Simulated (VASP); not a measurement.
CdTe, 2 atoms in the cell. It takes space group F-43m (No. 216, cubic). Conventional cell: a = 6.410 Å, b = 6.410 Å, c = 6.410 Å, α = 90.00°, β = 90.00°, γ = 90.00°. Within 3.7 Å of Te (site symmetry -43m) lie 4 Cd at 2.78 Å. Within 3.7 Å of Cd (site symmetry -43m) lie 4 Te at 2.78 Å. 

```yaml
Program: VASP 6.6.1
Task: single point
Functional: PBE
Potentials_or_basis: VASP PAW PBE potentials, release 64 (Te, Cd)
Cutoff: 500 eV
k_mesh: 8 × 8 × 8
Occupations: fermi-dirac, width 0.02 eV
Spin: no spin polarisation
Dipole_correction: no
Further_INCAR_settings: ALGO = Normal; EDIFF = 1e-06; NBANDS = 16
```

Potentials or basis: VASP PAW PBE potentials, release 64 (Te, Cd).

Run with:

```console
$ cat potpaw_PBE.64/Te/POTCAR potpaw_PBE.64/Cd/POTCAR > POTCAR
$ mpirun -np 1 vasp_std > vasp.out
```

Hardware: 1 thread of Intel Xeon 6975P-C (shared host).

**Question.** Estimate the wall time of this run.

**Answer.** Run time: 39 s on 1 thread of Intel Xeon 6975P-C, on a shared host, peak memory 0.21 GiB. Counts: scf iterations 12, k points 29.
